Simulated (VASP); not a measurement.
# BN (P6_3mc) in VASP: further runs

The runs below take BN through relaxation of cell and atoms, single point, with PBEsol, PBE, LDA.

Everything below comes from runs of VASP 6.6.1. Logs are shortened: lines on timing, memory, paths and dates and some standing lists are left out, and cuts for length are marked.

## Step 1: The cell of the first run

Symmetry: P6_3mc, No. 186, hexagonal system. The conventional cell has a = 2.554 Å, b = 2.554 Å, c = 4.227 Å, α = 90.00°, β = 90.00°, γ = 120.00°. N (site symmetry 3m) has 4 B at 1.57 to 1.58 Å within 2.1 Å. B (site symmetry 3m) has 4 N at 1.57 to 1.58 Å within 2.1 Å.

## Step 2: Relaxation of cell and atoms, PBEsol

Input file INCAR:

```
SYSTEM = BN
PREC = Accurate
ENCUT = 600
EDIFF = 1E-6
ISMEAR = -1
SIGMA = 0.05
LREAL = .False.
LASPH = .True.
NELM = 100
ALGO = Normal
ISIF = 3
LWAVE = .False.
LCHARG = .False.
GGA = PS
IBRION = 2
NSW = 60
EDIFFG = -0.01
```

Input file KPOINTS:

```
Automatic mesh
0
Gamma
  12 12 6
  0 0 0
```

Input file POSCAR:

```
BN
1.0
    2.5539396017      0.0000000000      0.0000000000
   -1.2769698009      2.2117765748      0.0000000000
    0.0000000000      0.0000000000      4.2268550000
N B
2 2
Direct
    0.3333333333      0.6666666667      0.1252760000
    0.6666666667      0.3333333333      0.6252760000
    0.3333333333      0.6666666667      0.4997240000
    0.6666666667      0.3333333333      0.9997240000
```

Potentials or basis: VASP PAW PBE potentials, release 64 (N, B).

Command:

```sh
$ cat potpaw_PBE.64/N/POTCAR potpaw_PBE.64/B/POTCAR > POTCAR
$ mpirun -np 1 vasp_std > vasp.out
```

OUTCAR:

```text
SYSTEM = BN
   PREC = Accurate
   ENCUT = 600
   EDIFF = 1E-6
   ISMEAR = -1
   LREAL = .False.
   LASPH = .True.
   NELM = 100
   ISIF = 3
   GGA = PS
   IBRION = 2
   NSW = 60
   EDIFFG = -0.01

 ion  position               nearest neighbor table
   1  0.333  0.667  0.125-   4 1.57   4 1.57   4 1.57   3 1.58
   2  0.667  0.333  0.625-   3 1.57   3 1.57   3 1.57   4 1.58
   3  0.333  0.667  0.500-   2 1.57   2 1.57   2 1.57   1 1.58
   4  0.667  0.333  1.000-   1 1.57   1 1.57   1 1.57   2 1.58

  LATTYP: Found a hexagonal cell.
 ALAT       =     2.5539396017
 C/A-ratio  =     1.6550332659

  Lattice vectors:

 A1 = (   2.5539396017,   0.0000000000,   0.0000000000)
 A2 = (  -1.2769698009,   2.2117765748,   0.0000000000)
 A3 = (   0.0000000000,   0.0000000000,   4.2268550000)

Analysis of symmetry for initial positions (statically):
=====================================================================
 Subroutine PRICEL returns:
 Original cell was already a primitive cell.

 Routine SETGRP: Setting up the symmetry group for a
 hexagonal supercell.

 Subroutine GETGRP returns: Found 12 space group operations
 (whereof  6 operations were pure point group operations)
 out of a pool of 24 trial point group operations.

The static configuration has the point symmetry C_3v.
 The point group associated with its full space group is C_6v.

Analysis of symmetry for dynamics (positions and initial velocities):
=====================================================================
 Subroutine PRICEL returns:
 Original cell was already a primitive cell.

 Routine SETGRP: Setting up the symmetry group for a
 hexagonal supercell.

 Subroutine GETGRP returns: Found 12 space group operations
 (whereof  6 operations were pure point group operations)
 out of a pool of 24 trial point group operations.

The dynamic configuration has the point symmetry C_3v.
 The point group associated with its full space group is C_6v.

 Subroutine INISYM returns: Found 12 space group operations
 (whereof  6 operations are pure point group operations),
 and found     1 'primitive' translations

----------------------------------------------------------------------------------------

                                     Primitive cell

  volume of cell :      23.8764

  direct lattice vectors                    reciprocal lattice vectors
     2.553939602  0.000000000  0.000000000     0.391551938  0.226062617  0.000000000
    -1.276969801  2.211776575  0.000000000     0.000000000  0.452125233  0.000000000
     0.000000000  0.000000000  4.226855000     0.000000000  0.000000000  0.236582518

  length of vectors
     2.553939602  2.553939602  4.226855000     0.452125233  0.452125233  0.236582518

  position of ions in fractional coordinates (direct lattice)
     0.333333333  0.666666667  0.125276000
     0.666666667  0.333333333  0.625276000
     0.333333333  0.666666667  0.499724000
     0.666666667  0.333333333  0.999724000

  ion indices of the primitive-cell ions
   primitive index   ion index
                 1           1
                 2           2
                 3           3
                 4           4

----------------------------------------------------------------------------------------

 KPOINTS: Automatic mesh

Automatic generation of k-mesh.
 Grid dimensions read from file:
 generate k-points for:   12   12    6

 Generating k-lattice:

  Cartesian coordinates                     Fractional coordinates (reciprocal lattice)
     0.032629328  0.018838551  0.000000000     0.083333333  0.000000000  0.000000000
     0.000000000  0.037677103  0.000000000     0.000000000  0.083333333  0.000000000
     0.000000000  0.000000000  0.039430420     0.000000000  0.000000000  0.166666667

  Length of vectors
     0.037677103  0.037677103  0.039430420

  Shift w.r.t. Gamma in fractional coordinates (k-lattice)
     0.000000000  0.000000000  0.000000000

 Subroutine IBZKPT returns following result:
 ===========================================

 Found     76 irreducible k-points:

 Following reciprocal coordinates:
            Coordinates               Weight
  0.000000  0.000000  0.000000      1.000000
  0.083333  0.000000  0.000000      6.000000
  0.166667  0.000000  0.000000      6.000000
  0.250000  0.000000  0.000000      6.000000
  0.333333  0.000000  0.000000      6.000000
  0.416667  0.000000  0.000000      6.000000
[... 16 lines left out ...]
  0.250000  0.000000  0.166667     12.000000
  0.333333  0.000000  0.166667     12.000000
 [... further k-points ...]
   k-points           NKPTS =     76   k-points in BZ     NKDIM =     76   number of bands    NBANDS=     12
   number of dos      NEDOS =    301   number of ions     NIONS =      4
   total plane-waves  NPLWV =  14400
   dimension x,y,z NGX =    20 NGY =   20 NGZ =   36
   dimension x,y,z NGXF=    40 NGYF=   40 NGZF=   72
   ions per type =               2   2
   NGX,Y,Z   is equivalent  to a cutoff of  13.02, 13.02, 14.16 a.u.
   NGXF,Y,Z  is equivalent  to a cutoff of  26.04, 26.04, 28.32 a.u.
 SYSTEM =  BN
   PREC   = accura    normal or accurate (medium, high low for compatibility)
   ISTART =      0    job   : 0-new  1-cont  2-samecut
   ICHARG =      2    charge: 1-file 2-atom 10-const
   ISPIN  =      1    spin polarized calculation?
   LNONCOLLINEAR =      F non collinear calculations
   LSORBIT =      F    spin-orbit coupling
   LASPH  =      T    aspherical Exc in radial PAW
   ENCUT  =  600.0 eV  44.10 Ry    6.64 a.u.   5.10  5.10  8.44*2*pi/ulx,y,z
   NELM   =    100;   NELMIN=  2; NELMDL= -5     # of ELM steps
   EDIFF  = 0.1E-05   stopping-criterion for ELM
   LREAL  =      F    real-space projection
   EDIFFG = -.1E-01   stopping-criterion for IOM
   NSW    =     60    number of steps for IOM
   IBRION =      2    ionic relax: 0-MD 1-quasi-New 2-CG
   NFREE  =      1    steps in history (QN), initial steepest desc. (CG)
   ISIF   =      3    stress and relaxation
   ISYM   =      2    0-nonsym 1-usesym 2-fastsym
   POTIM  = 0.5000    time-step for ionic-motion
   TEBEG  =    0.0;   TEEND  =   0.0 temperature during run
   PSTRESS=    0.0 pullay stress
   NELECT =      16.0000    total number of electrons
   NUPDOWN=      -1.0000    fix difference up-down
   EMIN   =  10.00;   EMAX   =-10.00  energy-range for DOS
   EFERMI =   0.00;   METHOD = LEGACY
   ISMEAR =    -1;   SIGMA  =   0.05  broadening in eV -4-tet -1-fermi 0-gaus
   EFERMI_NEDOS =   21; number of points for ismear=-14 and -15
   IALGO  =     38    algorithm
   IMIX   =      4    mixing-type and parameters
     AMIX     =   0.40;   BMIX     =  1.00
     AMIX_MAG =   1.60;   BMIX_MAG =  1.00
  volume/ion in A,a.u.               =       5.97        40.28
  Fermi-wavevector in a.u.,A,eV,Ry     =   1.432600  2.707222 27.923836  2.052344
  Thomas-Fermi vector in A             =   2.552210
   LORBIT       =      0    0 simple, 1 ext, 2 COOP (PROOUT), +10 PAW based schemes
   GGA     = PS    functional components
   LHFCALC =     F    Hartree Fock is set to
   AEXX    =    0.0000 exact exchange contribution
   IVDW    =     0    specifies the selected vdW correction
   LEPSILON=     F    determine dielectric tensor
   LRPA    =     F    only Hartree local field effects (RPA)
 conjugate gradient relaxation of ions
 non-spin polarized calculation
  energy-cutoff  :      600.00
  volume of cell :       23.88
 maximum number of plane-waves:       807
   NGX = 11   NGY = 11   NGZ = 17

--------------------------------------- Ionic step        1  -------------------------------------------

 number of electron      16.0000003 magnetization

 Free energy of the ion-electron system (eV)
  ---------------------------------------------------
  ext. energy  EPLUGINS =         0.00000000
  ---------------------------------------------------
  free energy    TOTEN  =       -36.62834275 eV

  energy without entropy =      -36.62834275  energy(sigma->0) =      -36.62834275

------------------------ aborting loop because EDIFF is reached ----------------------------------------

  FORCE on cell =-STRESS in cart. coord.  units (eV):
  Direction    XX          YY          ZZ          XY          YZ          ZX
  --------------------------------------------------------------------------------------
  -------------------------------------------------------------------------------------
  Total       -0.8106430     -0.8106430     -0.9037409      0.0000000      0.0000000      0.0000000
  in kB      -54.3965018    -54.3965018    -60.6436441      0.0000000      0.0000000      0.0000000
  external PRESSURE =     -56.4788825 kB  Pullay stress =       0.0000000 kB
[... 175 lines left out ...]
  energy  without entropy=      -36.6346844580  energy(sigma->0) =      -36.63468446

--------------------------------------- Ionic step        6  -------------------------------------------

 number of electron      16.0000003 magnetization

 Free energy of the ion-electron system (eV)
  ---------------------------------------------------
  ext. energy  EPLUGINS =         0.00000000
  ---------------------------------------------------
  free energy    TOTEN  =       -36.63469291 eV

  energy without entropy =      -36.63469291  energy(sigma->0) =      -36.63469291

 E-fermi :   8.4808     XC(G=0): -13.0289

 val. band max:        7.5798124852   @ k =   0.0000   0.0000   0.0000
 cond. band min:      12.5260436093   @ k =   0.3333   0.3333   0.0000
 fundamental gap:      4.9462311242
 Fermi energy:         8.4808439397

 k-point     1 :       0.0000    0.0000    0.0000
  band No.  band energies     occupation
      1     -12.9058      2.00000
      2      -8.6807      2.00000
      3      -3.4796      2.00000
      4       5.4329      2.00000
      5       5.4329      2.00000
      6       7.2967      2.00000
      7       7.5798      2.00000
      8       7.5798      2.00000
      9      15.9045      0.00000
     10      15.9045      0.00000
     11      16.1479      0.00000
     12      17.1135      0.00000
[... 331 lines left out ...]
 k-point    24 :       0.3333    0.0000    0.1667
  band No.  band energies     occupation
      1     -10.4331      2.00000
      2      -7.6220      2.00000
      3      -1.3392      2.00000
      4       0.1240      2.00000
      5       1.5586      2.00000
      6       3.2310      2.00000
      7       5.0461      2.00000
      8       5.6547      2.00000
      9      14.3338      0.00000
     10      15.7974      0.00000
     11      18.4606      0.00000
     12      18.5481      0.00000

 [... further k-points ...]
[... 5 lines left out ...]
  --------------------------------------------------------------------------------------
  -------------------------------------------------------------------------------------
  Total       -0.0004893     -0.0004893      0.0036187      0.0000000      0.0000000     -0.0000000
  in kB       -0.0333321     -0.0333321      0.2464935      0.0000000      0.0000000     -0.0000000
  external PRESSURE =       0.0599431 kB  Pullay stress =       0.0000000 kB
[... 19 lines left out ...]
  FREE ENERGIE OF THE ION-ELECTRON SYSTEM (eV)
  ---------------------------------------------------
  free  energy   TOTEN  =       -36.6346929085 eV

  energy  without entropy=      -36.6346929084  energy(sigma->0) =      -36.63469291

 reached required accuracy - stopping structural energy minimisation
```

Wall time 27 s (1 thread of Intel Xeon 6975P-C (Granite Rapids), shared host); peak memory 0.15 GiB.

What came out:

* Free energy: -36.6347 eV
* Relaxed volume: 5.88 Å³/atom
* Relaxed cell: a = 2.542 Å, b = 2.542 Å, c = 4.204 Å, α = 90.00°, β = 90.00°, γ = 120.00°
* Space group after relaxing (to 0.05 Å): P6_3mc (No. 186)
* Energy gained by relaxing: 1.6 meV/atom
* Ionic steps: 6
* Pressure after relaxing: 0.0 GPa
* Band gap on the k mesh: 4.95 eV, indirect (least direct gap 8.22 eV)

Step by step:
```csv
step,energy change (eV),largest force (eV/Å),pressure (GPa),volume (Å³)
1,0.0000,0.0100,-5.65,23.88
2,0.0007,0.0343,6.25,23.16
3,-0.0063,0.0113,-0.02,23.52
4,-0.0063,0.0118,0.10,23.52
5,-0.0063,0.0129,-0.08,23.53
6,-0.0064,0.0002,0.01,23.52
```

Final structure:
```
CELL_PARAMETERS angstrom
2.54169 0.00000 0.00000
-1.27085 2.20117 0.00000
0.00000 0.00000 4.20415
ATOMIC_POSITIONS crystal
N 0.33333 0.66667 0.12528
N 0.66667 0.33333 0.62528
B 0.33333 0.66667 0.49972
B 0.66667 0.33333 0.99972
```

Levels at points of the mesh, in eV from the valence-band top:
| k point | band 4 | band 5 | band 6 | band 7 | band 8 | band 9 | band 10 | band 11 | band 12 |
| --- | --- | --- | --- | --- | --- | --- | --- | --- | --- |
| (0.00, 0.00, 0.00) | -2.15 | -2.15 | -0.28 | 0.00 | 0.00 | 8.32 | 8.32 | 8.57 | 9.53 |
| (0.50, 0.00, 0.00) | -7.87 | -6.99 | -5.05 | -4.51 | -2.13 | 6.57 | 7.82 | 10.54 | 11.42 |
| (0.00, 0.00, 0.50) | -5.78 | -1.19 | -1.19 | -1.19 | -1.19 | 9.47 | 9.47 | 9.89 | 9.89 |
| (0.50, 0.00, 0.50) | -10.13 | -3.81 | -3.81 | -3.61 | -3.61 | 6.46 | 6.46 | 9.97 | 9.97 |

Caveat: the PAW data sets were made with another functional, which shifts forces and pressure a little.

## Step 3: Single point, PBEsol

Input file INCAR:

```
ALGO = Normal
EDIFF = 1E-6
ENCUT = 520
GGA = PS
ISIF = 2
ISMEAR = -1
LASPH = T
LCHARG = F
LREAL = F
LWAVE = F
NBANDS = 16
NELM = 80
PREC = Accurate
SIGMA = 0.05
```

Input file KPOINTS:

```
k-points
0
Gamma
  12 12 6
```

POSCAR is that of step 2.

Potentials or basis: VASP PAW PBE potentials, release 64 (N, B).

Command:

```sh
$ cat potpaw_PBE.64/N/POTCAR potpaw_PBE.64/B/POTCAR > POTCAR
$ mpirun -np 1 vasp_std > vasp.out
```

Wall time 12 s (1 thread of AMD EPYC 9R45 (Zen 5), shared host); peak memory 0.11 GiB.

The run converged. Its results:

| Quantity | Value |
| --- | --- |
| Free energy | -36.6208 eV |
| Pressure | -5.4 GPa |
| Largest force | 0.010 eV/Å |
| Band gap on the k mesh | 4.97 eV, indirect (least direct gap 8.15 eV) |

Forces on the atoms (eV/Å):
```
N    0.000  0.000 -0.010
N    0.000  0.000 -0.010
B    0.000  0.000  0.010
B    0.000  0.000  0.010
```

Stress tensor (GPa, compression positive):
```
-5.14  0.00  0.00
 0.00 -5.14  0.00
 0.00  0.00 -5.78
```

Levels at points of the mesh, in eV from the valence-band top:
```tsv
k point	band 6	band 7	band 8	band 9	band 10	band 11
(0.00, 0.00, 0.00)	-0.28	0.00	0.00	8.27	8.27	8.46
(0.50, 0.00, 0.00)	-4.97	-4.43	-2.10	6.53	7.77	10.47
(0.00, 0.00, 0.50)	-1.17	-1.17	-1.17	9.34	9.34	9.81
(0.50, 0.00, 0.50)	-3.75	-3.57	-3.57	6.40	6.40	9.86
```

Caveat: the PAW data sets were made with another functional, which shifts forces and pressure a little. PBEsol gaps usually lie below the measured ones, often by a third to a half.

## Step 4: Single point, PBE

Input file INCAR:

```
SYSTEM = BN
PREC = Accurate
ENCUT = 520
EDIFF = 1E-7
ISMEAR = 0
SIGMA = 0.011
LREAL = .FALSE.
LASPH = .TRUE.
NELM = 100
ALGO = Normal
ISIF = 2
LWAVE = .FALSE.
LCHARG = .FALSE.
GGA = PE
NBANDS = 16
```

Input file KPOINTS:

```
Automatic mesh
0
G
  12 12 6
  0 0 0
```

POSCAR is that of step 3.

Command:

```sh
$ cat potpaw_PBE.64/N/POTCAR potpaw_PBE.64/B/POTCAR > POTCAR
$ mpirun -np 1 vasp_std > vasp.out
```

Wall time 16 s (1 thread of Intel Xeon Platinum 8488C (Sapphire Rapids), shared host); peak memory 0.14 GiB.

Results (log left out):

* Free energy: -34.8327 eV
* Pressure: 0.2 GPa
* Largest force: 0.014 eV/Å
* Band gap on the k mesh: 5.20 eV, indirect (least direct gap 8.23 eV)

Forces on the atoms (eV/Å):
```
N    0.000  0.000 -0.014
N    0.000  0.000 -0.014
B    0.000  0.000  0.014
B    0.000  0.000  0.014
```

Stress tensor (GPa, compression positive):
```
 0.45  0.00  0.00
 0.00  0.45  0.00
 0.00  0.00 -0.32
```

Levels at points of the mesh, in eV from the valence-band top:
```csv
k point,band 6,band 7,band 8,band 9,band 10,band 11
"(0.00, 0.00, 0.00)",-0.28,0.00,0.00,8.33,8.33,8.53
"(0.50, 0.00, 0.00)",-4.93,-4.37,-2.09,6.68,7.93,10.55
"(0.00, 0.00, 0.50)",-1.16,-1.16,-1.16,9.41,9.41,9.88
"(0.50, 0.00, 0.50)",-3.73,-3.55,-3.55,6.55,6.55,9.97
```

A k mesh can miss the band edges. As with any semilocal functional, this PBE gap is likely too small.

(Continued in part 2 of 2.)
